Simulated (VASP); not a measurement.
# SnSe2: single point with PBE

Crystal: SnSe2.

```
Sn Se
1.0
     3.82515    0.00000    0.00000
    -1.91257    3.31268    0.00000
     0.00000    0.00000    6.22708
Sn Se
1 2
Direct
  0.00000 0.00000 0.00000
  0.33333 0.66667 0.25308
  0.66667 0.33333 0.74692
```

```json
{"Program": "VASP 6.6.1", "Task": "single point", "Functional": "PBE", "Potentials or basis": "VASP PAW PBE potentials, release 64 (Sn_d, Se)", "Cutoff": "520 eV", "k mesh": "6 × 6 × 4", "Occupations": "gaussian, width 0.01 eV", "Spin": "no spin polarisation"}
```

```
Pressure               : 3.0 GPa
Largest force          : 0.262 eV/Å
Band gap on the k mesh : 0.79 eV, indirect (least direct gap 1.12 eV)
```

Forces on the atoms (eV/Å):
```
Sn   0.000  0.000  0.000
Se   0.000  0.000  0.262
Se   0.000  0.000 -0.262
```

Levels at points of the mesh, in eV from the valence-band top:
```tsv
k point	band 11	band 12	band 13	band 14	band 15	band 16
(0.00, 0.00, 0.00)	-0.25	-0.25	-0.07	1.05	3.11	4.70
(0.50, 0.00, 0.00)	-2.42	-1.20	-0.22	1.20	3.80	5.37
(0.00, 0.00, 0.50)	-0.61	-0.09	-0.09	2.49	3.03	4.44
(0.50, 0.00, 0.50)	-1.94	-0.78	-0.61	0.79	4.22	4.77
```

Run time: 29 s on 1 thread of AMD EPYC 7R13 Processor (Zen 3), with other jobs on the host, peak memory 0.17 GiB.

Caveat: spin-orbit coupling is left out, which moves the levels of the heavy elements; this functional lacks dispersion, which binds the layers, so the pressure and a relaxed spacing across them are unreliable. A k mesh can miss the band edges.
